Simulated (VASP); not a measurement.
# Al2BP3 (P6_3mc) in VASP: notebook

Al2BP3 is run at these levels: PBE; tasks: single point, relaxation of cell and atoms.

All numbers are computed with VASP 6.6.1; they aren't measurements. Logs are shortened: lines on timing, memory, paths and dates and some standing lists are left out, and cuts for length are marked.

## (1) The cell of the first run

Symmetry: P6_3mc, No. 186, hexagonal system. The conventional cell has a = 3.595 Å, b = 3.595 Å, c = 17.702 Å, α = 90.00°, β = 90.00°, γ = 120.00°. Within 2.9 Å of Al (site symmetry 3m) lie 4 P at 2.20 to 2.21 Å. Within 2.9 Å of Al (site symmetry 3m) lie 4 P at 2.20 to 2.21 Å. Within 2.9 Å of B (site symmetry 3m) lie 4 P at 2.20 to 2.21 Å. Within 2.9 Å of P (site symmetry 3m) lie 4 Al at 2.20 to 2.21 Å. Within 2.9 Å of P (site symmetry 3m) lie 3 Al at 2.20 Å and 1 B at 2.21 Å. P (site symmetry 3m) has 3 B at 2.20 Å and 1 Al at 2.21 Å within 2.9 Å.

## (2) Single point, PBE

Contents of INCAR:

```
SYSTEM = Al2BP3
PREC     = Accurate       ! precision mode
ENCUT    = 520            ! plane-wave cutoff, eV
EDIFF    = 1E-6           ! SCF threshold, eV
ISMEAR   = 0              ! smearing method
SIGMA    = 0.1            ! smearing width, eV
LREAL    = .False.        ! projectors in reciprocal space
LASPH    = .True.         ! aspherical terms in the spheres
NELM     = 100            ! most SCF steps
ALGO     = Normal         ! electronic algorithm
ISIF     = 2              ! what is computed and relaxed
LWAVE    = .False.        ! write WAVECAR
LCHARG   = .True.         ! write CHGCAR
GGA      = PE             ! functional
LELF     = .True.         ! ELF
LVHAR    = .True.       
NBANDS   = 36             ! bands
```

Contents of KPOINTS:

```
Automatic mesh
0
Gamma
  6 6 1
  0 0 0
```

Contents of POSCAR:

```
Al2BP3
1.0
    3.5948848600      0.0000000000      0.0000000000
   -1.7974424300      3.1132616100      0.0000000000
    0.0000000000      0.0000000000     17.7017155200
Al B P
4 2 6
Direct
    0.3333333300      0.6666666700      0.0000230000
    0.3333333300      0.6666666700      0.6666896700
    0.6666666700      0.3333333300      0.1666896700
    0.6666666700      0.3333333300      0.5000230000
    0.3333333300      0.6666666700      0.3333563300
    0.6666666700      0.3333333300      0.8333563300
    0.3333333300      0.6666666700      0.1249770000
    0.3333333300      0.6666666700      0.4583103400
    0.3333333300      0.6666666700      0.7916436700
    0.6666666700      0.3333333300      0.2916436700
    0.6666666700      0.3333333300      0.6249770000
    0.6666666700      0.3333333300      0.9583103400
```

Potentials or basis: VASP PAW PBE potentials, release 64 (Al, B, P).

Launch:

```bash
> cat potpaw_PBE.64/Al/POTCAR potpaw_PBE.64/B/POTCAR potpaw_PBE.64/P/POTCAR > POTCAR
> mpirun -np 1 vasp_std > vasp.out
```

OUTCAR:

```text
SYSTEM = Al2BP3
   PREC = Accurate
   ENCUT = 520
   EDIFF = 1E-6
   ISMEAR = 0
   LREAL = .False.
   LASPH = .True.
   NELM = 100
   ISIF = 2
   GGA = PE

 ion  position               nearest neighbor table
   1  0.333  0.667  0.000-  12 2.20  12 2.20  12 2.20   7 2.21
   2  0.333  0.667  0.667-  11 2.20  11 2.20  11 2.20   9 2.21
   3  0.667  0.333  0.167-   7 2.20   7 2.20   7 2.20  10 2.21
   4  0.667  0.333  0.500-   8 2.20   8 2.20   8 2.20  11 2.21
   5  0.333  0.667  0.333-  10 2.20  10 2.20  10 2.20   8 2.21
   6  0.667  0.333  0.833-   9 2.20   9 2.20   9 2.20  12 2.21
   7  0.333  0.667  0.125-   3 2.20   3 2.20   3 2.20   1 2.21
   8  0.333  0.667  0.458-   4 2.20   4 2.20   4 2.20   5 2.21
   9  0.333  0.667  0.792-   6 2.20   6 2.20   6 2.20   2 2.21
  10  0.667  0.333  0.292-   5 2.20   5 2.20   5 2.20   3 2.21
  11  0.667  0.333  0.625-   2 2.20   2 2.20   2 2.20   4 2.21
  12  0.667  0.333  0.958-   1 2.20   1 2.20   1 2.20   6 2.21

  LATTYP: Found a hexagonal cell.
 ALAT       =     3.5948848600
 C/A-ratio  =     4.9241397734

  Lattice vectors:

 A1 = (   3.5948848600,   0.0000000000,   0.0000000000)
 A2 = (  -1.7974424300,   3.1132616100,   0.0000000000)
 A3 = (   0.0000000000,   0.0000000000,  17.7017155200)

Analysis of symmetry for initial positions (statically):
=====================================================================
 Subroutine PRICEL returns:
 Original cell was already a primitive cell.

 Routine SETGRP: Setting up the symmetry group for a
 hexagonal supercell.

 Subroutine GETGRP returns: Found 12 space group operations
 (whereof  6 operations were pure point group operations)
 out of a pool of 24 trial point group operations.

The static configuration has the point symmetry C_3v.
 The point group associated with its full space group is C_6v.

Analysis of symmetry for dynamics (positions and initial velocities):
=====================================================================
 Subroutine PRICEL returns:
 Original cell was already a primitive cell.

 Routine SETGRP: Setting up the symmetry group for a
 hexagonal supercell.

 Subroutine GETGRP returns: Found 12 space group operations
 (whereof  6 operations were pure point group operations)
 out of a pool of 24 trial point group operations.

The dynamic configuration has the point symmetry C_3v.
 The point group associated with its full space group is C_6v.

 Subroutine INISYM returns: Found 12 space group operations
 (whereof  6 operations are pure point group operations),
 and found     1 'primitive' translations

----------------------------------------------------------------------------------------

                                     Primitive cell

  volume of cell :     198.1144

  direct lattice vectors                    reciprocal lattice vectors
     3.594884860  0.000000000  0.000000000     0.278173026  0.160603272  0.000000000
    -1.797442430  3.113261610  0.000000000     0.000000000  0.321206543  0.000000000
     0.000000000  0.000000000 17.701715520     0.000000000  0.000000000  0.056491700

  length of vectors
     3.594884860  3.594884858 17.701715520     0.321206543  0.321206543  0.056491700

  position of ions in fractional coordinates (direct lattice)
     0.333333330  0.666666670  0.000023000
     0.333333330  0.666666670  0.666689670
     0.666666670  0.333333330  0.166689670
     0.666666670  0.333333330  0.500023000
     0.333333330  0.666666670  0.333356330
     0.666666670  0.333333330  0.833356330
     0.333333330  0.666666670  0.124977000
     0.333333330  0.666666670  0.458310340
     0.333333330  0.666666670  0.791643670
     0.666666670  0.333333330  0.291643670
     0.666666670  0.333333330  0.624977000
     0.666666670  0.333333330  0.958310340

  ion indices of the primitive-cell ions
   primitive index   ion index
                 1           1
                 2           2
                 3           3
                 4           4
                 5           5
                 6           6
                 7           7
                 8           8
                 9           9
                10          10
                11          11
                12          12

----------------------------------------------------------------------------------------

 KPOINTS: Automatic mesh

Automatic generation of k-mesh.
 Grid dimensions read from file:
 generate k-points for:    6    6    1

 Generating k-lattice:

  Cartesian coordinates                     Fractional coordinates (reciprocal lattice)
     0.046362171  0.026767212  0.000000000     0.166666667  0.000000000  0.000000000
     0.000000000  0.053534424  0.000000000     0.000000000  0.166666667  0.000000000
     0.000000000  0.000000000  0.056491700     0.000000000  0.000000000  1.000000000

  Length of vectors
     0.053534424  0.053534424  0.056491700

  Shift w.r.t. Gamma in fractional coordinates (k-lattice)
     0.000000000  0.000000000  0.000000000

 Subroutine IBZKPT returns following result:
 ===========================================

 Found      7 irreducible k-points:

 Following reciprocal coordinates:
            Coordinates               Weight
  0.000000  0.000000  0.000000      1.000000
  0.166667  0.000000  0.000000      6.000000
  0.333333 -0.000000  0.000000      6.000000
  0.500000  0.000000  0.000000      3.000000
  0.166667  0.166667  0.000000      6.000000
  0.333333  0.166667  0.000000     12.000000
  0.333333  0.333333  0.000000      2.000000
   k-points           NKPTS =      7   k-points in BZ     NKDIM =      7   number of bands    NBANDS=     36
   number of dos      NEDOS =    301   number of ions     NIONS =     12
   total plane-waves  NPLWV = 109760
   dimension x,y,z NGX =    28 NGY =   28 NGZ =  140
   dimension x,y,z NGXF=    56 NGYF=   56 NGZF=  280
   ions per type =               4   2   6
   NGX,Y,Z   is equivalent  to a cutoff of  12.95, 12.95, 13.15 a.u.
   NGXF,Y,Z  is equivalent  to a cutoff of  25.90, 25.90, 26.30 a.u.
 SYSTEM =  Al2BP3
   PREC   = accura    normal or accurate (medium, high low for compatibility)
   ISTART =      0    job   : 0-new  1-cont  2-samecut
   ICHARG =      2    charge: 1-file 2-atom 10-const
   ISPIN  =      1    spin polarized calculation?
   LNONCOLLINEAR =      F non collinear calculations
   LSORBIT =      F    spin-orbit coupling
   LASPH  =      T    aspherical Exc in radial PAW
   ENCUT  =  520.0 eV  38.22 Ry    6.18 a.u.   6.68  6.68 32.91*2*pi/ulx,y,z
   NELM   =    100;   NELMIN=  2; NELMDL= -5     # of ELM steps
   EDIFF  = 0.1E-05   stopping-criterion for ELM
   LREAL  =      F    real-space projection
   EDIFFG = 0.1E-04   stopping-criterion for IOM
   NSW    =      0    number of steps for IOM
   IBRION =     -1    ionic relax: 0-MD 1-quasi-New 2-CG
   NFREE  =      0    steps in history (QN), initial steepest desc. (CG)
   ISIF   =      2    stress and relaxation
   ISYM   =      2    0-nonsym 1-usesym 2-fastsym
   POTIM  = 0.5000    time-step for ionic-motion
   TEBEG  =    0.0;   TEEND  =   0.0 temperature during run
   PSTRESS=    0.0 pullay stress
   NELECT =      48.0000    total number of electrons
   NUPDOWN=      -1.0000    fix difference up-down
   EMIN   =  10.00;   EMAX   =-10.00  energy-range for DOS
   EFERMI =   0.00;   METHOD = LEGACY
   ISMEAR =     0;   SIGMA  =   0.10  broadening in eV -4-tet -1-fermi 0-gaus
   EFERMI_NEDOS =   21; number of points for ismear=-14 and -15
   IALGO  =     38    algorithm
   IMIX   =      4    mixing-type and parameters
     AMIX     =   0.40;   BMIX     =  1.00
     AMIX_MAG =   1.60;   BMIX_MAG =  1.00
  volume/ion in A,a.u.               =      16.51       111.41
  Fermi-wavevector in a.u.,A,eV,Ry     =   1.020587  1.928629 14.171792  1.041597
  Thomas-Fermi vector in A             =   2.154164
   LORBIT       =      0    0 simple, 1 ext, 2 COOP (PROOUT), +10 PAW based schemes
   GGA     = PE    functional components
   LHFCALC =     F    Hartree Fock is set to
   AEXX    =    0.0000 exact exchange contribution
   IVDW    =     0    specifies the selected vdW correction
   LEPSILON=     F    determine dielectric tensor
   LRPA    =     F    only Hartree local field effects (RPA)
 non-spin polarized calculation
 Gauss-broadening in eV      SIGMA  =   0.10
  energy-cutoff  :      520.00
  volume of cell :      198.11
 maximum number of plane-waves:      5393
 NGX is ok and might be reduce to    28
   NGX = 13   NGY = 13   NGZ = 65

 number of electron      48.0000002 magnetization

 Free energy of the ion-electron system (eV)
  ---------------------------------------------------
  ext. energy  EPLUGINS =         0.00000000
  ---------------------------------------------------
  free energy    TOTEN  =       -61.96749225 eV

  energy without entropy =      -61.96749225  energy(sigma->0) =      -61.96749225

 E-fermi :   6.4517     XC(G=0):  -9.8500

 val. band max:        5.9670070386   @ k =   0.0000   0.0000   0.0000
 cond. band min:       7.0043604706   @ k =   0.5000   0.0000   0.0000
 fundamental gap:      1.0373534320
 Fermi energy:         6.4517139574

 k-point     1 :       0.0000    0.0000    0.0000
  band No.  band energies     occupation
      1      -7.0923      2.00000
      2      -6.8232      2.00000
      3      -6.5836      2.00000
      4      -5.7394      2.00000
      5      -5.6116      2.00000
      6      -4.8397      2.00000
[... 28 lines left out ...]
     35      10.5317      0.00000
     36      10.5317      0.00000

 k-point     2 :       0.1667    0.0000    0.0000
  band No.  band energies     occupation
      1      -6.7578      2.00000
      2      -6.4919      2.00000
      3      -6.2613      2.00000
      4      -5.4415      2.00000
      5      -5.3055      2.00000
      6      -4.5710      2.00000
[... 187 lines left out ...]
 k-point     7 :       0.3333    0.3333    0.0000
  band No.  band energies     occupation
      1      -4.3414      2.00000
      2      -4.3414      2.00000
      3      -4.0849      2.00000
      4      -4.0849      2.00000
      5      -4.0092      2.00000
      6      -4.0092      2.00000
[... 28 lines left out ...]
     35      12.3981      0.00000
     36      12.4005      0.00000

------------------------ aborting loop because EDIFF is reached ----------------------------------------

  FORCE on cell =-STRESS in cart. coord.  units (eV):
  Direction    XX          YY          ZZ          XY          YZ          ZX
  --------------------------------------------------------------------------------------
  -------------------------------------------------------------------------------------
  Total       14.4045111     14.4045111     15.9160575      0.0000000      0.0000000     -0.0000000
  in kB      116.4912075    116.4912073    128.7152854      0.0000000      0.0000000     -0.0000000
  external PRESSURE =     120.5659001 kB  Pullay stress =       0.0000000 kB

 VOLUME and BASIS-vectors are now :
 -----------------------------------------------------------------------------
  energy-cutoff  :      520.00
  volume of cell :      198.11
      direct lattice vectors                 reciprocal lattice vectors
     3.594884860  0.000000000  0.000000000     0.278173026  0.160603272  0.000000000
    -1.797442430  3.113261610  0.000000000     0.000000000  0.321206543  0.000000000
     0.000000000  0.000000000 17.701715520     0.000000000  0.000000000  0.056491700

 POSITION                                       TOTAL-FORCE (eV/Angst)
 -----------------------------------------------------------------------------------
     -0.00000      2.07551      0.00041        -0.000000      0.000000     -0.296406
     -0.00000      2.07551     11.80155         0.000000     -0.000000     -0.074308
      1.79744      1.03775      2.95069        -0.000000      0.000000     -0.074308
      1.79744      1.03775      8.85126        -0.000000      0.000000     -0.296406
     -0.00000      2.07551      5.90098        -0.000000      0.000000      0.197792
      1.79744      1.03775     14.75184         0.000000     -0.000000      0.197792
     -0.00000      2.07551      2.21231         0.000000      0.000000      0.026295
     -0.00000      2.07551      8.11288        -0.000000      0.000000     -3.469334
     -0.00000      2.07551     14.01345         0.000000     -0.000000      3.615960
      1.79744      1.03775      5.16259         0.000000     -0.000000      3.615960
      1.79744      1.03775     11.06317        -0.000000     -0.000000      0.026295
      1.79744      1.03775     16.96374         0.000000     -0.000000     -3.469334
 -----------------------------------------------------------------------------------
    total drift:                                0.000001     -0.000001     -0.000415

  FREE ENERGIE OF THE ION-ELECTRON SYSTEM (eV)
  ---------------------------------------------------
  free  energy   TOTEN  =       -61.9674922479 eV

  energy  without entropy=      -61.9674922479  energy(sigma->0) =      -61.96749225
```

It took 30 s on 1 thread of Intel Xeon 6975P-C (Granite Rapids), shared host; peak memory 0.31 GiB.

What came out:

```yaml
Free_energy: -61.9675 eV
Pressure: 12.1 GPa
Largest_force: 3.616 eV/Å
Band_gap_on_the_k_mesh: 1.04 eV, indirect (least direct gap 2.03 eV)
```

Forces in eV/Å, atoms in the order of the input:
```
Al   0.000  0.000 -0.296
Al   0.000  0.000 -0.074
Al   0.000  0.000 -0.074
Al   0.000  0.000 -0.296
B    0.000  0.000  0.198
B    0.000  0.000  0.198
P    0.000  0.000  0.026
P    0.000  0.000 -3.469
P    0.000  0.000  3.616
P    0.000  0.000  3.616
P    0.000  0.000  0.026
P    0.000  0.000 -3.469
```

Stress tensor (GPa, compression positive):
```
11.65  0.00  0.00
 0.00 11.65  0.00
 0.00  0.00 12.87
```

Caveat: forces of over 1 eV/Å act on the atoms, so gaps and moduli don't describe the material at rest.

## (3) Single point, PBE

This run uses another cell than the first one, of 17.81 Å³/atom, 1.078 times its volume.

Contents of INCAR:

```
SYSTEM = Al2BP3
PREC     = Accurate       ! precision mode
ENCUT    = 520            ! plane-wave cutoff, eV
EDIFF    = 1E-6           ! SCF threshold, eV
ISMEAR   = 0              ! smearing method
SIGMA    = 0.1            ! smearing width, eV
LREAL    = .FALSE.        ! projectors in reciprocal space
LASPH    = .TRUE.         ! aspherical terms in the spheres
NELM     = 100            ! most SCF steps
ALGO     = Normal         ! electronic algorithm
ISIF     = 2              ! what is computed and relaxed
LWAVE    = .FALSE.        ! write WAVECAR
LCHARG   = .FALSE.        ! write CHGCAR
GGA      = PE             ! functional
NBANDS   = 36             ! bands
```

Contents of KPOINTS:

```
Automatic mesh
0
G
  6 6 1
  0 0 0
```

Contents of POSCAR:

```
Al2BP3
1.0
    3.6542213800      0.0000000000      0.0000000000
   -1.8271106900      3.1646485462      0.0000000000
    0.0000000000      0.0000000000     18.4758446581
Al B P
4 2 6
Direct
    0.3333333333      0.6666666667     -0.0048532410
    0.3333333333      0.6666666667      0.6732431531
    0.6666666667      0.3333333333      0.1732431531
    0.6666666667      0.3333333333      0.4951467590
    0.3333333333      0.6666666667      0.3365675352
    0.6666666667      0.3333333333      0.8365675352
    0.3333333333      0.6666666667      0.1228258247
    0.3333333333      0.6666666667      0.4443796902
    0.3333333333      0.6666666667      0.8028370478
    0.6666666667      0.3333333333      0.3028370478
    0.6666666667      0.3333333333      0.6228258247
    0.6666666667      0.3333333333      0.9443796902
```

Potentials or basis: VASP PAW PBE potentials, release 64 (Al, B, P).

Launch:

```bash
> cat potpaw_PBE.64/Al/POTCAR potpaw_PBE.64/B/POTCAR potpaw_PBE.64/P/POTCAR > POTCAR
> mpirun -np 1 vasp_std > vasp.out
```

It took 28 s on 1 thread of Intel Xeon 6975P-C (Granite Rapids), shared host; peak memory 0.32 GiB.

The run converged. Its results:

```
Free energy            : -64.1836 eV
Pressure               : 0.0 GPa
Largest force          : 0.023 eV/Å
Band gap on the k mesh : 0.92 eV, indirect (least direct gap 0.99 eV)
```

Forces in eV/Å, atoms in the order of the input:
```
Al   0.000  0.000 -0.009
Al   0.000  0.000 -0.015
Al   0.000  0.000 -0.015
Al   0.000  0.000 -0.009
B    0.000  0.000  0.004
B    0.000  0.000  0.004
P    0.000  0.000  0.023
P    0.000  0.000  0.014
P    0.000  0.000 -0.018
P    0.000  0.000 -0.018
P    0.000  0.000  0.023
P    0.000  0.000  0.014
```

Stress tensor (GPa, compression positive):
```
-0.08  0.00  0.00
 0.00 -0.08  0.00
 0.00  0.00  0.06
```

Levels at points of the mesh, in eV from the valence-band top:
```
           k point  band 20  band 21  band 22  band 23  band 24  band 25  band 26  band 27  band 28  band 29
(0.00, 0.00, 0.00)    -0.49    -0.16    -0.16     0.00     0.00     0.99     1.05     2.81     2.92     2.92
(0.50, 0.00, 0.00)    -2.06    -2.01    -1.83    -1.42    -1.15     0.92     1.19     1.57     1.84     2.14
```

A k mesh can miss the band edges. As with any semilocal functional, this PBE gap is likely too small.

(Continued in part 2 of 2.)
